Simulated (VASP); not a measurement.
Cd2TeO, 4 atoms in the cell. Symmetry: P-4m2, No. 115, tetragonal system. The conventional cell has a = 4.288 Å, b = 4.288 Å, c = 5.738 Å, α = 90.00°, β = 90.00°, γ = 90.00°. O (site symmetry -4m2) has 4 Cd at 2.35 Å within 3.1 Å. Within 3.1 Å of Cd (site symmetry 2mm) lie 2 O at 2.35 Å and 2 Te at 2.86 Å. Te (site symmetry -4m2) has 4 Cd at 2.86 Å within 3.8 Å.  This cell differs from its parent crystal: volume changed by +6%.

| Property | Result |
| --- | --- |
| Program | VASP 6.6.1 |
| Task | single point |
| Functional | PBE |
| Potentials or basis | VASP PAW PBE potentials, release 64 (O, Cd, Te) |
| Cutoff | 520 eV |
| k mesh | 6 × 6 × 4 |
| Occupations | fermi-dirac, width 0.02 eV |
| Spin | no spin polarisation |
| Dipole correction | no |
| Further INCAR settings | ALGO = Normal; EDIFF = 1e-06; NBANDS = 26 |

Potentials or basis: VASP PAW PBE potentials, release 64 (O, Cd, Te).

Launch:

```sh
$ cat potpaw_PBE.64/O/POTCAR potpaw_PBE.64/Cd/POTCAR potpaw_PBE.64/Te/POTCAR > POTCAR
$ mpirun -np 1 vasp_std > vasp.out
```

Hardware: 1 thread of AMD EPYC 9R45 96-Core Processor (Zen 5), on a shared host.

Q: How long does it take, and how much memory?

A: Run time: 42 s on 1 thread of AMD EPYC 9R45 96-Core Processor (Zen 5) (shared host), peak memory 0.23 GiB. Counts: scf iterations 14, k points 30.
